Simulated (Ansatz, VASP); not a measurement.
## SnO2 in VASP and in Ansatz

File INCAR:

```
ALGO     = Normal         # electronic algorithm
EDIFF    = 1E-6           # SCF threshold, eV
ENCUT    = 910            # plane-wave cutoff, eV
GGA_COMPAT= False        
ISIF     = 2              # what is computed and relaxed
ISMEAR   = 0              # smearing method
LASPH    = True           # aspherical terms in the spheres
LCHARG   = False          # write CHGCAR
LREAL    = False          # projectors in reciprocal space
LWAVE    = False          # write WAVECAR
NBANDS   = 64             # bands
NELM     = 120            # most SCF steps
PREC     = Accurate       # precision mode
SIGMA    = 0.05           # smearing width, eV
```

Contents of KPOINTS:

```
k-points
0
Gamma
  6 6 6
```

The input POSCAR:

```
SnO2
1.0
    0.0000000000      4.4289551266      4.4289551266
    4.4289551266      0.0000000000      4.4289551266
    4.4289551266      4.4289551266      0.0000000000
Sn O
4 8
Direct
    0.1250000000      0.1250000000      0.6250000000
    0.6250000000      0.1250000000      0.1250000000
    0.1250000000      0.6250000000      0.1250000000
    0.1250000000      0.1250000000      0.1250000000
    0.8907311159      0.8907311159      0.8907311159
    0.8907311159      0.3278066522      0.8907311159
    0.8907311159      0.8907311159      0.3278066522
    0.3278066522      0.8907311159      0.8907311159
    0.9221933478      0.3592688841      0.3592688841
    0.3592688841      0.3592688841      0.9221933478
    0.3592688841      0.9221933478      0.3592688841
    0.3592688841      0.3592688841      0.3592688841
```

Input for Ansatz:

```yaml
crystal:
  lattice:
    - [0.0, 4.4289551266, 4.4289551266]
    - [4.4289551266, 0.0, 4.4289551266]
    - [4.4289551266, 4.4289551266, 0.0]
  atoms:
    - { symbol: Sn, position: [0.125, 0.125, 0.625] }
    - { symbol: Sn, position: [0.625, 0.125, 0.125] }
    - { symbol: Sn, position: [0.125, 0.625, 0.125] }
    - { symbol: Sn, position: [0.125, 0.125, 0.125] }
    - { symbol: O, position: [0.8907311159, 0.8907311159, 0.8907311159] }
    - { symbol: O, position: [0.8907311159, 0.3278066522, 0.8907311159] }
    - { symbol: O, position: [0.8907311159, 0.8907311159, 0.3278066522] }
    - { symbol: O, position: [0.3278066522, 0.8907311159, 0.8907311159] }
    - { symbol: O, position: [0.9221933478, 0.3592688841, 0.3592688841] }
    - { symbol: O, position: [0.3592688841, 0.3592688841, 0.9221933478] }
    - { symbol: O, position: [0.3592688841, 0.9221933478, 0.3592688841] }
    - { symbol: O, position: [0.3592688841, 0.3592688841, 0.3592688841] }
basis:
  ecutwfc: 420
kpoints:
  mp_grid: { grid: [6, 6, 6] }
hamiltonian:
  xc: lda
  pseudopotentials: { kind: paw, azcp: { folder: soft_1 } }
scf:
  occupations: { method: gaussian, width: 0.05 }
output:
  forces: true
  stress: true
  eigenvalues: true
```

Alike in both runs: task single point; functional LDA; k mesh 6 × 6 × 6; occupations gaussian, width 0.05 eV; no spin polarisation.

```csv
,VASP,Ansatz
version,VASP 6.6.1,Ansatz 0.2.0
potentials or method,"VASP PAW LDA potentials, release 64 (Sn_d, O_h), cutoff 910 eV","scalar-relativistic, plane waves, PAW"
valence electrons in the cell,104,104
```

```csv
,VASP,Ansatz,Ansatz less VASP
gap on the k mesh at the Fermi level (eV),2.09,2.07,-0.018
least direct gap on the mesh (eV),2.09,2.07,-0.018
rms of the force components (eV/Å),0.048,0.001,-0.0474
```

Ansatz warns that its potentials were made for another functional, while VASP's fit it. LDA's correlation is that of Perdew and Zunger in VASP and of Perdew and Wang (1992) in Ansatz. Atom by atom the forces differ by 0.047 eV/Å (rms over components).

Noted on VASP's run: the cutoff is short for stress, so the pressure is rough.
